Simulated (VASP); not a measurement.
Here is a VASP 6.6.1 calculation.

The input INCAR:

```
PREC = Accurate
ENCUT = 600
EDIFF = 1E-6
ISMEAR = 0
SIGMA = 0.1
LREAL = F
LASPH = T
NELM = 60
ALGO = Normal
ISIF = 3
LWAVE = F
LCHARG = F
GGA = PE
IBRION = 2
NSW = 90
EDIFFG = -0.04
```

KPOINTS

```
regular mesh
0
Gamma
  4 4 4
```

File POSCAR:

```
La3N2
1.0
   -2.6951375500      2.6951375500      4.1668823800
    2.6951375500     -2.6951375500      4.1668823800
    2.6951375500      2.6951375500     -4.1668823800
La N
3 2
Direct
    0.7500000000      0.2500000000      0.5000000000
    0.2500000000      0.7500000000      0.5000000000
    0.5000000000      0.5000000000      0.0000000000
    0.1513075000      0.1513075000      0.0000000000
    0.8486925000      0.8486925000      0.0000000000
```

Potentials or basis: VASP PAW PBE potentials, release 64 (La, N).

The run is started by

```bash
$ cat potpaw_PBE.64/La/POTCAR potpaw_PBE.64/N/POTCAR > POTCAR
$ mpirun -np 1 vasp_std > vasp.out
```

Task: What does it give for the relaxed volume?

Result: 29.00 Å³/atom.

Task: Estimate the space group after relaxing (to 0.1 Å).

Result: I4/mmm (No. 139).

Task: What does it give for the band gap on the k mesh?

Result: Zero (an odd number of electrons rules out a gap without spin polarisation).

Task: Predict the relaxed cell.

Result: a = 6.923 Å, b = 6.923 Å, c = 6.923 Å, α = 138.35°, β = 138.35°, γ = 60.36°.

Stress tensor (GPa, compression positive):
```
-0.08  0.00  0.00
 0.00 -0.08  0.00
 0.00  0.00  0.14
```

Caveat: the volume moved by over 15 % at a fixed basis, so the end points are rough; spin-orbit coupling is left out, which moves the levels of the heavy elements.
